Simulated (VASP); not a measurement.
Sr, 4 atoms in the cell. The structure is hexagonal, space group P6_3/mmc (No. 194). The conventional cell has a = 4.313 Å, b = 4.313 Å, c = 14.158 Å, α = 90.00°, β = 90.00°, γ = 120.00°. Sr (site symmetry -3m) has 12 Sr at 4.31 to 4.33 Å within 5.7 Å. Sr (site symmetry -6m2) has 12 Sr at 4.31 to 4.33 Å within 5.7 Å. This isn't the form of Sr at room conditions, which is fcc.

- Program: VASP 6.6.1
- Task: single point
- Functional: r2SCAN
- Potentials or basis: VASP PAW PBE potentials, release 64 (Sr_sv)
- Cutoff: 520 eV
- k mesh: 11 × 11 × 3
- Occupations: fermi-dirac, width 0.1 eV
- Spin: no spin polarisation
- Dipole correction: no
- Further INCAR settings: ALGO = Normal; EDIFF = 1e-06; NBANDS = 28

Potentials or basis: VASP PAW PBE potentials, release 64 (Sr_sv).

Run with:

```bash
$ cat potpaw_PBE.64/Sr_sv/POTCAR > POTCAR
$ cp INCAR.step1 INCAR
$ mpirun -np 1 vasp_std > vasp.out
$ cp INCAR.step2 INCAR
$ mpirun -np 1 vasp_std > vasp.out
```

Hardware: 1 thread of AMD EPYC 9R45 96-Core Processor (Zen 5) (shared host).

Estimate the wall time of this run.

It took 7.7 min on 1 thread of AMD EPYC 9R45 96-Core Processor (Zen 5), with other jobs on the host, peak memory 0.42 GiB. Counts: k points 32.
